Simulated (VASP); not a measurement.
Write the native input for VASP 6.6.1 that does the following.

```yaml
Task: single point
Functional: r2SCAN
Potentials_or_basis: VASP PAW PBE potentials, release 64 (P)
Cutoff: 520 eV
k_mesh: 5 × 5 × 4
Occupations: fermi-dirac, width 0.05 eV
Spin: no spin polarisation
Dipole_correction: no
Further_INCAR_settings: ALGO = Normal; EDIFF = 1e-07; NBANDS = 18
```

The system is P.

```
P
1.0
     1.65383   -5.49841    0.00000
     1.65383    5.49841    0.00000
     0.00000    0.00000    4.54689
P
4
Direct
  0.09551 0.90449 0.91181
  0.59551 0.40449 0.58819
  0.90449 0.09551 0.08819
  0.40449 0.59551 0.41181
```

These files were run (other wordings do the same):

POSCAR

```
P
1.0
    1.6538346590     -5.4984059606      0.0000000000
    1.6538346590      5.4984059606      0.0000000000
    0.0000000000      0.0000000000      4.5468944061
P
4
Direct
    0.0955109276      0.9044890724      0.9118095445
    0.5955109276      0.4044890724      0.5881904555
    0.9044890724      0.0955109276      0.0881904555
    0.4044890724      0.5955109276      0.4118095445
```

INCAR.step1

```
ALGO = Normal
EDIFF = 1E-4
ENCUT = 520
GGA = PE
ISMEAR = -1
LASPH = True
LCHARG = False
LREAL = False
LWAVE = True
NBANDS = 18
NELM = 80
PREC = Accurate
SIGMA = 0.05
```

INCAR.step2

```
ALGO = Normal
EDIFF = 1E-7
ENCUT = 520
ISIF = 2
ISMEAR = -1
ISTART = 1
LASPH = True
LCHARG = False
LMIXTAU = True
LREAL = False
LWAVE = False
METAGGA = R2SCAN
NBANDS = 18
NELM = 80
PREC = Accurate
SIGMA = 0.05
```

KPOINTS

```
k-points
0
Gamma
  5 5 4
```

Potentials or basis: VASP PAW PBE potentials, release 64 (P).

Run with:

```sh
$ cat potpaw_PBE.64/P/POTCAR > POTCAR
$ cp INCAR.step1 INCAR
$ mpirun -np 1 vasp_std > vasp.out
$ cp INCAR.step2 INCAR
$ mpirun -np 1 vasp_std > vasp.out
```

Results of the run:

```yaml
Pressure: -0.6 GPa
Largest_force: 0.105 eV/Å
Band_gap_on_the_k_mesh: 0.62 eV
```

Caveat: the PAW data sets were made with another functional, which shifts forces and pressure a little.

Run time: 6.2 min on 1 thread of AMD EPYC 9755 128-Core Processor, with other jobs on the host, peak memory 0.25 GiB.
